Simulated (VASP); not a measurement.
Wanted: the native input for a VASP 6.6.1 run.

| Quantity | Value |
| --- | --- |
| Task | single point |
| Functional | PBE |
| Potentials or basis | VASP PAW PBE potentials, release 64 (Ba_sv, P) |
| Cutoff | 520 eV |
| k mesh | 4 × 4 × 4 |
| Occupations | gaussian, width 0.1 eV |
| Spin | no spin polarisation |
| Dipole correction | no |
| Further INCAR settings | ALGO = Normal; EDIFF = 1e-07; NBANDS = 38 |

The structure of Ba3P5 lies in POSCAR:

```
Ba3P5
1.0
    6.0620088100      0.0000000000      0.0000000000
    0.0000000000      6.0620088100      0.0000000000
    0.0000000000      0.0000000000      6.0620088100
Ba P
3 5
Direct
    0.0000000000      0.5000000000      0.5000000000
    0.5000000000      0.0000000000      0.5000000000
    0.5000000000      0.5000000000      0.0000000000
    0.5000000000      0.5000000000      0.5000000000
    0.5000000000      0.0000000000      0.0000000000
    0.0000000000      0.5000000000      0.0000000000
    0.0000000000      0.0000000000      0.5000000000
    0.0000000000      0.0000000000      0.0000000000
```

The input as run:

INCAR

```
PREC = Accurate ; ENCUT = 520
EDIFF = 1E-7 ; ISMEAR = 0
SIGMA = 0.1 ; LREAL = False
LASPH = True ; NELM = 80
ALGO = Normal ; ISIF = 2
LWAVE = False ; LCHARG = False
GGA = PE ; NBANDS = 38
```

KPOINTS

```
Automatic mesh
0
Gamma
  4 4 4
```

Potentials or basis: VASP PAW PBE potentials, release 64 (Ba_sv, P).

Launch:

```console
$ cat potpaw_PBE.64/Ba_sv/POTCAR potpaw_PBE.64/P/POTCAR > POTCAR
$ mpirun -np 1 vasp_std > vasp.out
```

Results of the run:

```
Pressure : 5.1 GPa
```

Run time: 71 s on 1 thread of AMD EPYC 9R45 96-Core Processor (Zen 5), on a shared host, peak memory 0.31 GiB.
